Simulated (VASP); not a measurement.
Runs of VASP 6.6.1 on W. The structure is that of space group Im-3m (No. 229), or close to it. The cells are those of the table. 

```csv
task,level,potentials or basis,cell,k mesh,cutoff (eV),k mesh for the DOS,occupations for the DOS,gap on the mesh (eV),pressure (GPa)
single point,PBE,"VASP PAW PBE potentials, release 64 (W_sv)","a = 2.642 Å, angles 109.5°, 1 atom",18 × 18 × 18,520,-,-,none,52.0
single point,PBE,"VASP PAW PBE potentials, release 64 (W_sv)","a = 2.846 Å, angles 109.5°, 1 atom",18 × 18 × 18,520,-,-,none,-23.2
single point,LDA,"VASP PAW LDA potentials, release 64 (W_sv)","a = 2.642 Å, angles 109.5°, 1 atom",18 × 18 × 18,520,-,-,none,35.4
single point,PBE,"VASP PAW PBE potentials, release 64 (W_sv)","a = 2.784 Å, angles 109.5°, 1 atom",18 × 18 × 18,500,-,-,none,-8.1
single point,PBE,"VASP PAW PBE potentials, release 64 (W_sv)","a = 2.757 Å, angles 109.5°, 1 atom",18 × 18 × 18,520,-,-,none,(b)
single point,PBE,"VASP PAW PBE potentials, release 64 (W_sv)","a = 2.741 Å, angles 109.5°, 1 atom",8 × 8 × 8,520,-,-,none,(a)
single point,PBE,"VASP PAW PBE potentials, release 64 (W_sv)","a = 2.729 Å, angles 109.5°, 1 atom",18 × 18 × 18,520,-,-,none,10.5
```

Alike in all rows: no spin polarisation; smearing gaussian 0.1 eV.

**Question.** Fill in the values left out.

**Answer.** (a) 6.6; (b) 0.5.

Caveats: spin-orbit coupling is left out, which moves the levels of the heavy elements.

A k mesh can miss the band edges, and the runs leave out spin-orbit coupling on W.

A gap of «none» marks levels without a gap at the run's occupations.
